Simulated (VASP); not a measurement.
Runs of VASP 6.6.1 on NaSrBr3. The structure is that of space group Pm-3m (No. 221), or close to it. The cells are those of the table. 

```tsv
level	cell	smearing	gap on the mesh (eV)	pressure (GPa)
r2SCAN	a = 5.928, b = 5.928, c = 5.839 Å, 5 atoms	gaussian 0.01 eV	3.71	0.4
PBE	a = 6.076 Å, 5 atoms	fermi-dirac 0.02 eV	2.93	(a)
PBE	a = 5.868, b = 5.868, c = 5.941 Å, 5 atoms	fermi-dirac 0.02 eV	2.97	0.7
r2SCAN	a = 5.928 Å, 5 atoms	gaussian 0.01 eV	3.71	(b)
r2SCAN	a = 5.868, b = 5.868, c = 5.941 Å, 5 atoms	gaussian 0.01 eV	3.71	0.4
```

Alike in all rows: task single point; potentials or basis VASP PAW PBE potentials, release 64 (Na_pv, Sr_sv, Br); no spin polarisation; k mesh 4 × 4 × 4; cutoff (eV) 520.

Question: Estimate the missing entries.

Answer: (a) -0.8; (b) 0.1.

Caveats: the PAW data sets were made with another functional, which shifts forces and pressure a little (at least some runs).

A k mesh can miss the band edges, and the runs leave out spin-orbit coupling on Br, Sr.
